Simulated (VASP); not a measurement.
Write the native input for VASP 6.6.1 that does the following.

```
Task                   : single point
Functional             : PBEsol
Potentials or basis    : VASP PAW PBE potentials, release 64 (Ti_sv, Co)
Cutoff                 : 520 eV
k mesh                 : 6 × 6 × 6
Occupations            : gaussian, width 0.1 eV
Spin                   : collinear spin, ferromagnetic start
Starting moments       : [0.0, 0.0, 0.0, 0.0, 0.59, 0.59] μB
Dipole correction      : no
Further INCAR settings : ALGO = Fast; EDIFF = 1e-07; NBANDS = 46
```

The structure of Ti2Co lies in POSCAR:

```
Ti2Co
1.0
    0.0000000000      3.4902036656      3.4902036656
    3.4902036656      0.0000000000      3.4902036656
    3.4902036656      3.4902036656      0.0000000000
Ti Co
4 2
Direct
    0.1250000000      0.1250000000      0.1250000000
    0.6250000000      0.1250000000      0.1250000000
    0.1250000000      0.1250000000      0.6250000000
    0.1250000000      0.6250000000      0.1250000000
    0.5000000000      0.5000000000      0.5000000000
    0.7500000000      0.7500000000      0.7500000000
```

These files were run (other wordings do the same):

INCAR

```
SYSTEM = Ti2Co
  PREC = Accurate
  ENCUT = 520
  EDIFF = 1E-7
  ISMEAR = 0
  SIGMA = 0.1
  LREAL = .False.
  LASPH = .True.
  NELM = 150
  ALGO = Fast
  ISIF = 2
  LWAVE = .False.
  LCHARG = .False.
  ISPIN = 2
  MAGMOM = 0 0 0 0 0.59 0.59
  LORBIT = 11
  LMAXMIX = 4
  GGA = PS
  NBANDS = 46
```

KPOINTS

```
regular mesh
0
Gamma
  6 6 6
  0 0 0
```

Potentials or basis: VASP PAW PBE potentials, release 64 (Ti_sv, Co).

The run is started by

```console
$ cat potpaw_PBE.64/Ti_sv/POTCAR potpaw_PBE.64/Co/POTCAR > POTCAR
$ mpirun -np 1 vasp_std > vasp.out
```

It gave:

```yaml
Pressure: -0.1 GPa
Net_moment: 1.68 μB per cell
Site_moments: Ti -0.01; Co +0.96 μB
Valence_electrons_inside_the_program's_atomic_spheres: Ti 10.61; Co 7.96
```

Caveat: the PAW data sets were made with another functional, which shifts forces and pressure a little.

Run time: 24 min on 1 thread of Intel(R) Xeon(R) Platinum 8259CL CPU @ 2.50GHz (Skylake/Cascade Lake), with other jobs on the host, peak memory 0.35 GiB.
